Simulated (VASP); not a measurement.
# SiO2 (P-4c2) in VASP: single point with PBE

Aim: the single point of SiO2 with PBE.

All numbers are computed with VASP 6.6.1; they aren't measurements. Logs are shortened: lines on timing, memory, paths and dates and some standing lists are left out, and cuts for length are marked.

## (1) The cell of the first run

The structure is tetragonal, space group P-4c2 (No. 116). The conventional cell has a = 6.580 Å, b = 6.580 Å, c = 8.215 Å, α = 90.00°, β = 90.00°, γ = 90.00°. Within 2.1 Å of Si (site symmetry 1) lie 4 O at 1.61 to 1.65 Å. Within 2.2 Å of O (site symmetry 2) lie 2 Si at 1.64 Å. O (site symmetry 1) has 2 Si at 1.65 Å within 2.2 Å. Within 2.1 Å of O (site symmetry 2) lie 2 Si at 1.61 Å.

## (2) Single point, PBE

The input, INCAR:

```
ALGO = Normal
EDIFF = 1E-6
ENCUT = 520
GGA = PE
ISIF = 2
ISMEAR = 0
LASPH = T
LCHARG = F
LREAL = Auto
LWAVE = F
NBANDS = 82
NELM = 80
PREC = Accurate
SIGMA = 0.02
```

The input, KPOINTS:

```
k-points
0
Gamma
  4 4 4
```

The input, POSCAR:

```
SiO2
1.0
    6.5800418792      0.0000000000      0.0000000000
    0.0000000000      6.5800418792      0.0000000000
    0.0000000000      0.0000000000      8.2150414638
Si O
8 16
Direct
    0.4631186131      0.7594064458      0.4027098213
    0.5368813869      0.7594064458      0.9027098213
    0.7594064458      0.5368813869      0.5972901787
    0.2405935542      0.4631186131      0.5972901787
    0.7594064458      0.4631186131      0.0972901787
    0.4631186131      0.2405935542      0.9027098213
    0.2405935542      0.5368813869      0.0972901787
    0.5368813869      0.2405935542      0.4027098213
    0.6682551805      0.6682551805      0.7500000000
    0.6688653194      0.3057556304      0.5657208049
    0.6688653194      0.6942443696      0.0657208049
    0.5000000000      0.0000000000      0.8800061982
    0.6942443696      0.3311346806      0.9342791951
    0.6682551805      0.3317448195      0.2500000000
    0.3057556304      0.3311346806      0.4342791951
    0.3311346806      0.6942443696      0.5657208049
    0.3057556304      0.6688653194      0.9342791951
    0.3317448195      0.6682551805      0.2500000000
    0.3317448195      0.3317448195      0.7500000000
    0.0000000000      0.5000000000      0.1199938018
    0.5000000000      0.0000000000      0.3800061982
    0.6942443696      0.6688653194      0.4342791951
    0.3311346806      0.3057556304      0.0657208049
    0.0000000000      0.5000000000      0.6199938018
```

Potentials or basis: VASP PAW PBE potentials, release 64 (Si, O).

Command:

```
cat potpaw_PBE.64/Si/POTCAR potpaw_PBE.64/O/POTCAR > POTCAR
mpirun -np 1 vasp_std > vasp.out
```

OUTCAR:

```text
EDIFF = 1E-6
   ENCUT = 520
   GGA = PE
   ISIF = 2
   ISMEAR = 0
   LASPH = T
   LREAL = Auto
   NELM = 80
   PREC = Accurate

 ion  position               nearest neighbor table
   1  0.463  0.759  0.403-  21 1.61  18 1.64  16 1.65  22 1.65   3 2.92   4 2.92
   2  0.537  0.759  0.903-  12 1.61   9 1.64  11 1.65  17 1.65   5 2.92   7 2.92
   3  0.759  0.537  0.597-  24 1.61   9 1.64  22 1.65  10 1.65   1 2.92   8 2.92
   4  0.241  0.463  0.597-  24 1.61  19 1.64  15 1.65  16 1.65   1 2.92   8 2.92
   5  0.759  0.463  0.097-  20 1.61  14 1.64  13 1.65  11 1.65   2 2.92   6 2.92
   6  0.463  0.241  0.903-  12 1.61  19 1.64  23 1.65  13 1.65   5 2.92   7 2.92
   7  0.241  0.537  0.097-  20 1.61  18 1.64  17 1.65  23 1.65   2 2.92   6 2.92
   8  0.537  0.241  0.403-  21 1.61  14 1.64  10 1.65  15 1.65   3 2.92   4 2.92
   9  0.668  0.668  0.750-   2 1.64   3 1.64
  10  0.669  0.306  0.566-   8 1.65   3 1.65
  11  0.669  0.694  0.066-   2 1.65   5 1.65
  12  0.500  0.000  0.880-   2 1.61   6 1.61
  13  0.694  0.331  0.934-   5 1.65   6 1.65
  14  0.668  0.332  0.250-   5 1.64   8 1.64
[... 8 lines left out ...]
  23  0.331  0.306  0.066-   6 1.65   7 1.65
  24  0.000  0.500  0.620-   3 1.61   4 1.61

  LATTYP: Found a simple tetragonal cell.
 ALAT       =     6.5800418792
 C/A-ratio  =     1.2484785986

  Lattice vectors:

 A1 = (   6.5800418792,   0.0000000000,   0.0000000000)
 A2 = (   0.0000000000,   6.5800418792,   0.0000000000)
 A3 = (   0.0000000000,   0.0000000000,   8.2150414638)

Analysis of symmetry for initial positions (statically):
=====================================================================
 Subroutine PRICEL returns:
 Original cell was already a primitive cell.

 Routine SETGRP: Setting up the symmetry group for a
 simple tetragonal supercell.

 Subroutine GETGRP returns: Found  8 space group operations
 (whereof  4 operations were pure point group operations)
 out of a pool of 16 trial point group operations.

The static configuration has the point symmetry S_4 .
 The point group associated with its full space group is D_2d.

Analysis of symmetry for dynamics (positions and initial velocities):
=====================================================================
 Subroutine PRICEL returns:
 Original cell was already a primitive cell.

 Routine SETGRP: Setting up the symmetry group for a
 simple tetragonal supercell.

 Subroutine GETGRP returns: Found  8 space group operations
 (whereof  4 operations were pure point group operations)
 out of a pool of 16 trial point group operations.

The dynamic configuration has the point symmetry S_4 .
 The point group associated with its full space group is D_2d.

 Subroutine INISYM returns: Found  8 space group operations
 (whereof  4 operations are pure point group operations),
 and found     1 'primitive' translations

----------------------------------------------------------------------------------------

                                     Primitive cell

  volume of cell :     355.6862

  direct lattice vectors                    reciprocal lattice vectors
     6.580041879  0.000000000  0.000000000     0.151974717  0.000000000  0.000000000
     0.000000000  6.580041879  0.000000000     0.000000000  0.151974717  0.000000000
     0.000000000  0.000000000  8.215041464     0.000000000  0.000000000  0.121727931

  length of vectors
     6.580041879  6.580041879  8.215041464     0.151974717  0.151974717  0.121727931

  position of ions in fractional coordinates (direct lattice)
     0.463118613  0.759406446  0.402709821
     0.536881387  0.759406446  0.902709821
     0.759406446  0.536881387  0.597290179
     0.240593554  0.463118613  0.597290179
     0.759406446  0.463118613  0.097290179
     0.463118613  0.240593554  0.902709821
[... 16 lines left out ...]
     0.331134681  0.305755630  0.065720805
     0.000000000  0.500000000  0.619993802

  ion indices of the primitive-cell ions
   primitive index   ion index
                 1           1
                 2           2
                 3           3
                 4           4
                 5           5
                 6           6
[... 16 lines left out ...]
                23          23
                24          24

----------------------------------------------------------------------------------------

 KPOINTS: k-points

Automatic generation of k-mesh.
 Grid dimensions read from file:
 generate k-points for:    4    4    4

 Generating k-lattice:

  Cartesian coordinates                     Fractional coordinates (reciprocal lattice)
     0.037993679  0.000000000  0.000000000     0.250000000  0.000000000  0.000000000
     0.000000000  0.037993679  0.000000000     0.000000000  0.250000000  0.000000000
     0.000000000  0.000000000  0.030431983     0.000000000  0.000000000  0.250000000

  Length of vectors
     0.037993679  0.037993679  0.030431983

  Shift w.r.t. Gamma in fractional coordinates (k-lattice)
     0.000000000  0.000000000  0.000000000

 Subroutine IBZKPT returns following result:
 ===========================================

 Found     18 irreducible k-points:

 Following reciprocal coordinates:
            Coordinates               Weight
  0.000000  0.000000  0.000000      1.000000
  0.250000  0.000000  0.000000      4.000000
  0.500000  0.000000  0.000000      2.000000
  0.250000  0.250000  0.000000      4.000000
  0.500000  0.250000  0.000000      4.000000
  0.500000  0.500000  0.000000      1.000000
[... 10 lines left out ...]
  0.500000  0.250000  0.500000      4.000000
  0.500000  0.500000  0.500000      1.000000
   k-points           NKPTS =     18   k-points in BZ     NKDIM =     18   number of bands    NBANDS=     82
   number of dos      NEDOS =    301   number of ions     NIONS =     24
   total plane-waves  NPLWV = 160000
   dimension x,y,z NGX =    50 NGY =   50 NGZ =   64
   dimension x,y,z NGXF=   100 NGYF=  100 NGZF=  128
   ions per type =               8  16
   NGX,Y,Z   is equivalent  to a cutoff of  12.63, 12.63, 12.95 a.u.
   NGXF,Y,Z  is equivalent  to a cutoff of  25.27, 25.27, 25.90 a.u.
 SYSTEM =  unknown system
   PREC   = accura    normal or accurate (medium, high low for compatibility)
   ISTART =      0    job   : 0-new  1-cont  2-samecut
   ICHARG =      2    charge: 1-file 2-atom 10-const
   ISPIN  =      1    spin polarized calculation?
   LNONCOLLINEAR =      F non collinear calculations
   LSORBIT =      F    spin-orbit coupling
   LASPH  =      T    aspherical Exc in radial PAW
   ENCUT  =  520.0 eV  38.22 Ry    6.18 a.u.  12.23 12.23 15.27*2*pi/ulx,y,z
   NELM   =     80;   NELMIN=  2; NELMDL= -5     # of ELM steps
   EDIFF  = 0.1E-05   stopping-criterion for ELM
   LREAL  =      T    real-space projection
   EDIFFG = 0.1E-04   stopping-criterion for IOM
   NSW    =      0    number of steps for IOM
   IBRION =     -1    ionic relax: 0-MD 1-quasi-New 2-CG
   NFREE  =      0    steps in history (QN), initial steepest desc. (CG)
   ISIF   =      2    stress and relaxation
   ISYM   =      2    0-nonsym 1-usesym 2-fastsym
   POTIM  = 0.5000    time-step for ionic-motion
   TEBEG  =    0.0;   TEEND  =   0.0 temperature during run
   PSTRESS=    0.0 pullay stress
   NELECT =     128.0000    total number of electrons
   NUPDOWN=      -1.0000    fix difference up-down
   EMIN   =  10.00;   EMAX   =-10.00  energy-range for DOS
   EFERMI =   0.00;   METHOD = LEGACY
   ISMEAR =     0;   SIGMA  =   0.02  broadening in eV -4-tet -1-fermi 0-gaus
   EFERMI_NEDOS =   21; number of points for ismear=-14 and -15
   IALGO  =     38    algorithm
   IMIX   =      4    mixing-type and parameters
     AMIX     =   0.40;   BMIX     =  1.00
     AMIX_MAG =   1.60;   BMIX_MAG =  1.00
  volume/ion in A,a.u.               =      14.82       100.01
  Fermi-wavevector in a.u.,A,eV,Ry     =   1.164454  2.200500 18.448873  1.355954
  Thomas-Fermi vector in A             =   2.300992
   LORBIT       =      0    0 simple, 1 ext, 2 COOP (PROOUT), +10 PAW based schemes
   GGA     = PE    functional components
   LHFCALC =     F    Hartree Fock is set to
   AEXX    =    0.0000 exact exchange contribution
   IVDW    =     0    specifies the selected vdW correction
   LEPSILON=     F    determine dielectric tensor
   LRPA    =     F    only Hartree local field effects (RPA)
 non-spin polarized calculation
 Gauss-broadening in eV      SIGMA  =   0.02
  energy-cutoff  :      520.00
  volume of cell :      355.69
 maximum number of plane-waves:      9656
 NGX is ok and might be reduce to    50
   NGX = 25   NGY = 25   NGZ = 31

 number of electron     127.9999980 magnetization

 Free energy of the ion-electron system (eV)
  ---------------------------------------------------
  ext. energy  EPLUGINS =         0.00000000
  ---------------------------------------------------
  free energy    TOTEN  =      -186.49384130 eV

  energy without entropy =     -186.49384130  energy(sigma->0) =     -186.49384130

 E-fermi :   0.1628     XC(G=0):  -8.1704

 val. band max:        0.0341703363   @ k =   0.0000   0.0000   0.0000
 cond. band min:       5.2831115016   @ k =   0.0000   0.0000   0.0000
 fundamental gap:      5.2489411653
 Fermi energy:         0.1627615721

 k-point     1 :       0.0000    0.0000    0.0000
  band No.  band energies     occupation
      1     -19.6464      2.00000
      2     -19.0995      2.00000
      3     -18.5806      2.00000
      4     -18.3877      2.00000
      5     -18.3877      2.00000
      6     -18.2034      2.00000
[... 68 lines left out ...]
     75       8.9330      0.00000
     76       9.1904      0.00000

 k-point     2 :       0.2500    0.0000    0.0000
  band No.  band energies     occupation
      1     -19.5855      2.00000
      2     -19.0455      2.00000
      3     -18.6767      2.00000
      4     -18.6118      2.00000
      5     -18.3647      2.00000
      6     -18.0746      2.00000
[... 68 lines left out ...]
     75       9.1903      0.00000
     76       9.2166      0.00000

 k-point     3 :       0.5000    0.0000    0.0000
  band No.  band energies     occupation
      1     -19.5038      2.00000
      2     -18.9720      2.00000
      3     -18.8734      2.00000
      4     -18.6633      2.00000
      5     -18.3061      2.00000
      6     -18.2437      2.00000
[... 1174 lines left out ...]
     75       9.3383      0.00000
     76       9.3383      0.00000

 k-point    18 :       0.5000    0.5000    0.5000
  band No.  band energies     occupation
      1     -19.0812      2.00000
      2     -19.0812      2.00000
      3     -18.8712      2.00000
      4     -18.8712      2.00000
      5     -18.6129      2.00000
      6     -18.6129      2.00000
[... 68 lines left out ...]
     75       9.4579      0.00000
     76       9.4579      0.00000
 [bands above 76 left out]

------------------------ aborting loop because EDIFF is reached ----------------------------------------

  FORCE on cell =-STRESS in cart. coord.  units (eV):
  Direction    XX          YY          ZZ          XY          YZ          ZX
  --------------------------------------------------------------------------------------
  -------------------------------------------------------------------------------------
  Total        0.3209970      0.3209970      0.2522400      0.0000000     -0.0000000      0.0000000
  in kB        1.4459209      1.4459209      1.1362068      0.0000000     -0.0000000      0.0000000
  external PRESSURE =       1.3426829 kB  Pullay stress =       0.0000000 kB

 VOLUME and BASIS-vectors are now :
 -----------------------------------------------------------------------------
  energy-cutoff  :      520.00
  volume of cell :      355.69
      direct lattice vectors                 reciprocal lattice vectors
     6.580041879  0.000000000  0.000000000     0.151974717  0.000000000  0.000000000
     0.000000000  6.580041879  0.000000000     0.000000000  0.151974717  0.000000000
     0.000000000  0.000000000  8.215041464     0.000000000  0.000000000  0.121727931

 POSITION                                       TOTAL-FORCE (eV/Angst)
 -----------------------------------------------------------------------------------
      3.04734      4.99693      3.30828        -0.004529      0.055218     -0.046951
      3.53270      4.99693      7.41580         0.004529      0.055218     -0.046951
      4.99693      3.53270      4.90676         0.055218      0.004529      0.046951
      1.58312      3.04734      4.90676        -0.055218     -0.004529      0.046951
      4.99693      3.04734      0.79924         0.055218     -0.004529      0.046951
      3.04734      1.58312      7.41580        -0.004529     -0.055218     -0.046951
[... 16 lines left out ...]
      2.17888      2.01188      0.53990         0.004820     -0.008724      0.009289
      0.00000      3.29002      5.09327        -0.000000     -0.000000     -0.011155
 -----------------------------------------------------------------------------------
    total drift:                                0.000000      0.000000      0.000000

  FREE ENERGIE OF THE ION-ELECTRON SYSTEM (eV)
  ---------------------------------------------------
  free  energy   TOTEN  =      -186.4938413024 eV

  energy  without entropy=     -186.4938413024  energy(sigma->0) =     -186.49384130
```

Wall time 8.5 min (1 thread of AMD EPYC 9R14 (Zen 4), shared host); peak memory 0.56 GiB.

Results:

```
Free energy            : -186.4938 eV
Pressure               : 0.1 GPa
Largest force          : 0.073 eV/Å
Band gap on the k mesh : 5.25 eV, direct
```

Forces in eV/Å, atoms in the order of the input:
```
Si  -0.005  0.055 -0.047
Si   0.005  0.055 -0.047
Si   0.055  0.005  0.047
Si  -0.055 -0.005  0.047
Si   0.055 -0.005  0.047
Si  -0.005 -0.055 -0.047
Si  -0.055  0.005  0.047
Si   0.005 -0.055 -0.047
O   -0.008 -0.008  0.000
O   -0.005 -0.009  0.009
O   -0.005  0.009  0.009
O    0.000  0.000  0.011
O    0.009  0.005 -0.009
O   -0.008  0.008  0.000
O   -0.009  0.005 -0.009
O    0.005  0.009  0.009
O   -0.009 -0.005 -0.009
O    0.008 -0.008  0.000
O    0.008  0.008  0.000
O    0.000  0.000 -0.011
O    0.000  0.000  0.011
O    0.009 -0.005 -0.009
O    0.005 -0.009  0.009
O    0.000  0.000 -0.011
```
